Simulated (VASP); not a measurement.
# Li5SbO: single point with PBE

Li5SbO:

```
CELL_PARAMETERS angstrom
4.51790 0.00000 0.00000
0.00000 4.51790 0.00000
0.00000 0.00000 5.89032
ATOMIC_POSITIONS crystal
Li 0.00000 0.50000 0.24528
Li 0.50000 0.00000 0.24528
Li 0.00000 0.50000 0.75472
Li 0.50000 0.00000 0.75472
Li 0.50000 0.50000 0.50000
Sb 0.00000 0.00000 0.00000
O 0.00000 0.00000 0.50000
```

- Program: VASP 6.6.1
- Task: single point
- Functional: PBE
- Potentials or basis: VASP PAW PBE potentials, release 64 (Li_sv, Sb, O)
- Cutoff: 520 eV
- k mesh: 8 × 8 × 8
- Occupations: gaussian, width 0.1 eV
- Spin: no spin polarisation
- Dipole correction: no
- Further INCAR settings: ALGO = Normal; EDIFF = 1e-07; NBANDS = 22

The largest force is 0.005 eV/Å and the band gap on the k mesh is zero (band 13 reaches 3.47 eV, above the bottom of band 14 at 2.14 eV).

Forces on the atoms (eV/Å):
```
Li   0.000  0.000  0.005
Li   0.000  0.000  0.005
Li   0.000  0.000 -0.005
Li   0.000  0.000 -0.005
Li   0.000  0.000  0.000
Sb   0.000  0.000  0.000
O    0.000  0.000  0.000
```

Levels at points of the mesh, in eV from the Fermi level:
| k point | band 11 | band 12 | band 13 | band 14 | band 15 | band 16 |
| --- | --- | --- | --- | --- | --- | --- |
| (0.00, 0.00, 0.00) | -1.24 | -0.73 | -0.73 | 0.47 | 2.29 | 3.22 |
| (0.50, 0.00, 0.00) | -2.48 | -0.34 | 0.62 | 0.82 | 0.99 | 1.03 |
| (0.50, 0.50, 0.00) | -2.11 | -2.11 | -1.33 | 1.03 | 1.08 | 2.47 |
| (0.00, 0.00, 0.50) | -2.34 | -1.24 | -1.24 | 0.67 | 0.80 | 2.83 |
| (0.50, 0.00, 0.50) | -2.31 | -1.56 | -0.75 | 0.51 | 1.54 | 2.12 |
| (0.50, 0.50, 0.50) | -2.50 | -2.22 | -1.27 | -0.66 | -0.34 | 2.27 |

Run time: 2.5 min on 1 thread of Intel(R) Xeon(R) Platinum 8259CL CPU @ 2.50GHz (Skylake/Cascade Lake), on a shared host, peak memory 0.35 GiB.

Caveat: spin-orbit coupling is left out, which moves the levels of the heavy elements.
